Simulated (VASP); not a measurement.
# Gd (P6_3/mmc) in VASP: further runs

Runs on Gd. Level: PBE. Tasks: single point.

Program: VASP 6.6.1. These are calculated values, not measurements. Logs are shortened: lines on timing, memory, paths and dates and some standing lists are left out, and cuts for length are marked.

## 1. The cell of the first run

It takes space group P6_3/mmc (No. 194, hexagonal). Conventional cell: a = 3.648 Å, b = 3.648 Å, c = 5.833 Å, α = 90.00°, β = 90.00°, γ = 120.00°. Within 4.7 Å of Gd (site symmetry -6m2) lie 12 Gd at 3.60 to 3.65 Å.

## 2. Single point, PBE, collinear spin, ferromagnetic start

File INCAR:

```
PREC = Accurate ; ENCUT = 520
EDIFF = 1E-6 ; ISMEAR = -1
SIGMA = 0.05 ; LREAL = F
LASPH = T ; NELM = 150
ALGO = Normal ; ISIF = 2
LWAVE = F ; LCHARG = F
ISPIN = 2 ; MAGMOM = 7.372 7.372
LORBIT = 11 ; LMAXMIX = 6
GGA = PE ; NBANDS = 29
```

File KPOINTS:

```
Automatic mesh
0
Gamma
  6 6 4
```

File POSCAR:

```
Gd
1.0
    3.6483276435      0.0000000000      0.0000000000
   -1.8241638217      3.1595444206      0.0000000000
    0.0000000000      0.0000000000      5.8327272018
Gd
2
Direct
    0.3333333333      0.6666666667      0.2500000000
    0.6666666667      0.3333333333      0.7500000000
```

Potentials or basis: VASP PAW PBE potentials, release 64 (Gd).

Command:

```console
$ cat potpaw_PBE.64/Gd/POTCAR > POTCAR
$ mpirun -np 1 vasp_std > vasp.out
```

OUTCAR:

```text
PREC = Accurate
   ENCUT = 520
   EDIFF = 1E-6
   ISMEAR = -1
   LREAL = F
   LASPH = T
   NELM = 150
   ISIF = 2
   ISPIN = 2
   LORBIT = 11
   GGA = PE

 ion  position               nearest neighbor table
   1  0.333  0.667  0.250-
   2  0.667  0.333  0.750-

  LATTYP: Found a hexagonal cell.
 ALAT       =     3.6483276435
 C/A-ratio  =     1.5987399630

  Lattice vectors:

 A1 = (   3.6483276435,   0.0000000000,   0.0000000000)
 A2 = (  -1.8241638217,   3.1595444206,   0.0000000000)
 A3 = (   0.0000000000,   0.0000000000,   5.8327272018)

Analysis of symmetry for initial positions (statically):
=====================================================================
 Subroutine PRICEL returns:
 Original cell was already a primitive cell.

 Routine SETGRP: Setting up the symmetry group for a
 hexagonal supercell.

 Subroutine GETGRP returns: Found 24 space group operations
 (whereof 12 operations were pure point group operations)
 out of a pool of 24 trial point group operations.

The static configuration has the point symmetry D_3d.
 The point group associated with its full space group is D_6h.

Analysis of symmetry for dynamics (positions and initial velocities):
=====================================================================
 Subroutine PRICEL returns:
 Original cell was already a primitive cell.

 Routine SETGRP: Setting up the symmetry group for a
 hexagonal supercell.

 Subroutine GETGRP returns: Found 24 space group operations
 (whereof 12 operations were pure point group operations)
 out of a pool of 24 trial point group operations.

The dynamic configuration has the point symmetry D_3d.
 The point group associated with its full space group is D_6h.

Analysis of structural, dynamic, and magnetic symmetry:
=====================================================================
 Subroutine PRICEL returns:
 Original cell was already a primitive cell.

 Routine SETGRP: Setting up the symmetry group for a
 hexagonal supercell.

 Subroutine GETGRP returns: Found 24 space group operations
 (whereof 12 operations were pure point group operations)
 out of a pool of 24 trial point group operations.

The overall configuration has the point symmetry D_3d.
 The point group associated with its full space group is D_6h.

 Subroutine INISYM returns: Found 24 space group operations
 (whereof 12 operations are pure point group operations),
[... 111 lines left out ...]
     AMIX     =   0.40;   BMIX     =  1.00
     AMIX_MAG =   1.60;   BMIX_MAG =  1.00
  volume/ion in A,a.u.               =      33.62       226.86
  Fermi-wavevector in a.u.,A,eV,Ry     =   1.329369  2.512144 24.044529  1.767223
  Thomas-Fermi vector in A             =   2.458537
   LORBIT       =     11    0 simple, 1 ext, 2 COOP (PROOUT), +10 PAW based schemes
   GGA     = PE    functional components
   LHFCALC =     F    Hartree Fock is set to
   AEXX    =    0.0000 exact exchange contribution
   IVDW    =     0    specifies the selected vdW correction
   LEPSILON=     F    determine dielectric tensor
   LRPA    =     F    only Hartree local field effects (RPA)
 spin polarized calculation
  energy-cutoff  :      520.00
  volume of cell :       67.23
 maximum number of plane-waves:      1827
 NGX is ok and might be reduce to    28
   NGX = 13   NGY = 13   NGZ = 21

 number of electron      36.0000010 magnetization      15.4005222

 Free energy of the ion-electron system (eV)
  ---------------------------------------------------
  ext. energy  EPLUGINS =         0.00000000
  ---------------------------------------------------
  free energy    TOTEN  =       -23.42601959 eV

  energy without entropy =      -23.39824168  energy(sigma->0) =      -23.41213064

 E-fermi :   2.8861     XC(G=0):  -9.8975

 val. band max:        2.8724829443   @ k =   0.3333   0.0000   0.2500
 cond. band min:       2.8944253804   @ k =   0.3333   0.3333   0.2500
 fundamental gap:      0.0219424360
 Fermi energy:         2.8860608518

 spin component 1

 k-point     1 :       0.0000    0.0000    0.0000
  band No.  band energies     occupation
      1     -42.4454      1.00000
      2     -42.3822      1.00000
      3     -20.1663      1.00000
      4     -19.5835      1.00000
      5     -19.5835      1.00000
      6     -19.4849      1.00000
[... 661 lines left out ...]
     28       2.9740      0.14701
     29       5.3073      0.00000
 Fermi energy:         2.8860608518

 spin component 2

 k-point     1 :       0.0000    0.0000    0.0000
  band No.  band energies     occupation
      1     -39.1915      1.00000
      2     -39.1120      1.00000
      3     -17.9059      1.00000
      4     -17.1868      1.00000
      5     -17.1868      1.00000
      6     -17.0731      1.00000
[... 661 lines left out ...]
     28       4.5352      0.00000
     29       6.4518      0.00000

------------------------ aborting loop because EDIFF is reached ----------------------------------------

  FORCE on cell =-STRESS in cart. coord.  units (eV):
  Direction    XX          YY          ZZ          XY          YZ          ZX
  --------------------------------------------------------------------------------------
  -------------------------------------------------------------------------------------
  Total       -0.1377879     -0.1377879     -0.1577058     -0.0000000      0.0000000      0.0000000
  in kB       -3.2834606     -3.2834606     -3.7581003     -0.0000000      0.0000000      0.0000000
  external PRESSURE =      -3.4416738 kB  Pullay stress =       0.0000000 kB

 VOLUME and BASIS-vectors are now :
 -----------------------------------------------------------------------------
  energy-cutoff  :      520.00
  volume of cell :       67.23
      direct lattice vectors                 reciprocal lattice vectors
     3.648327644  0.000000000  0.000000000     0.274098189  0.158250663  0.000000000
    -1.824163822  3.159544421  0.000000000     0.000000000  0.316501326  0.000000000
     0.000000000  0.000000000  5.832727202     0.000000000  0.000000000  0.171446386

 POSITION                                       TOTAL-FORCE (eV/Angst)
 -----------------------------------------------------------------------------------
     -0.00000      2.10636      1.45818        -0.000000      0.000000      0.000000
      1.82416      1.05318      4.37455         0.000000      0.000000      0.000000
 -----------------------------------------------------------------------------------
    total drift:                               -0.000000      0.000000     -0.000000

  FREE ENERGIE OF THE ION-ELECTRON SYSTEM (eV)
  ---------------------------------------------------
  free  energy   TOTEN  =       -23.4260195894 eV

  energy  without entropy=      -23.3982416806  energy(sigma->0) =      -23.41213064

 total charge

# of ion       s       p       d       f       tot
--------------------------------------------------
    1        2.072   5.568   0.567   6.980  15.187
    2        2.072   5.568   0.567   6.980  15.187
--------------------------------------------------
tot          4.144  11.135   1.135  13.960  30.374

 magnetization (x)

# of ion       s       p       d       f       tot
--------------------------------------------------
    1        0.004  -0.051   0.236   6.824   7.013
    2        0.004  -0.051   0.236   6.824   7.013
--------------------------------------------------
tot          0.008  -0.102   0.471  13.649  14.026
```

Run time: 3.7 min. Hardware: 1 thread of AMD EPYC 9R45 (Zen 5), shared host; peak memory 0.23 GiB.

What came out:

```yaml
Free_energy: -23.4260 eV
Pressure: -0.3 GPa
Net_moment: 15.40 μB per cell
Site_moments: Gd +7.01 μB
Valence_electrons_inside_the_program's_atomic_spheres: Gd 15.19
```

Caveat: spin-orbit coupling is left out, which moves the levels of the heavy elements; semilocal functionals describe open f shells poorly, which spoils levels, moments and volumes. The state reached can hang on the start; a lower one may exist.

## 3. Single point, PBE, collinear spin, ferromagnetic start

File INCAR:

```
SYSTEM = Gd
ALGO     = Normal         ! electronic algorithm
EDIFF    = 1E-6           ! SCF threshold, eV
ENCUT    = 520            ! plane-wave cutoff, eV
GGA      = PE             ! functional
ISIF     = 2              ! what is computed and relaxed
ISMEAR   = -1             ! smearing method
ISPIN    = 2              ! spin polarisation
LASPH    = .TRUE.         ! aspherical terms in the spheres
LCHARG   = .TRUE.         ! write CHGCAR
LELF     = .TRUE.         ! ELF
LMAXMIX  = 6              ! l up to which the mixer works
LORBIT   = 11             ! projections on sites
LREAL    = .FALSE.        ! projectors in reciprocal space
LVHAR    = .TRUE.       
LWAVE    = .FALSE.        ! write WAVECAR
MAGMOM   = 7.372 7.372    ! initial moments
NBANDS   = 29             ! bands
NELM     = 150            ! most SCF steps
PREC     = Accurate       ! precision mode
SIGMA    = 0.05           ! smearing width, eV
```

File KPOINTS:

```
k-points
0
G
  8 8 5
  0 0 0
```

POSCAR is that of step 2.

Potentials or basis: VASP PAW PBE potentials, release 64 (Gd).

Command:

```console
$ cat potpaw_PBE.64/Gd/POTCAR > POTCAR
$ mpirun -np 1 vasp_std > vasp.out
```

Run time: 4.6 min. Hardware: 1 thread of AMD EPYC 9R45 (Zen 5), shared host; peak memory 0.25 GiB.

The run converged. Its results:

- Free energy: -23.4255 eV
- Pressure: 0.1 GPa
- Net moment: 15.25 μB per cell
- Site moments: Gd +6.99 μB
- Valence electrons inside the program's atomic spheres: Gd 15.19

Levels at points of the mesh, in eV from the Fermi level:
Spin up:
| k point | band 24 | band 25 | band 26 | band 27 | band 28 | band 29 |
| --- | --- | --- | --- | --- | --- | --- |
| (0.00, 0.00, 0.00) | -2.47 | 0.95 | 1.33 | 1.33 | 1.44 | 1.93 |
| (0.50, 0.00, 0.00) | -1.71 | -1.27 | -0.13 | 1.04 | 1.09 | 1.73 |
Spin down:
```
           k point  band 7  band 8  band 9  band 10  band 11  band 12  band 13  band 14
(0.00, 0.00, 0.00)  -19.98  -19.98   -4.16    -1.42     0.32     0.35     0.40     0.46
(0.50, 0.00, 0.00)  -20.18  -20.07   -1.05    -0.87    -0.57     0.35     0.41     0.47
```

Caveat: spin-orbit coupling is left out, which moves the levels of the heavy elements; semilocal functionals describe open f shells poorly, which spoils levels, moments and volumes. The state reached can hang on the start; a lower one may exist.

(Continued in part 2 of 2.)
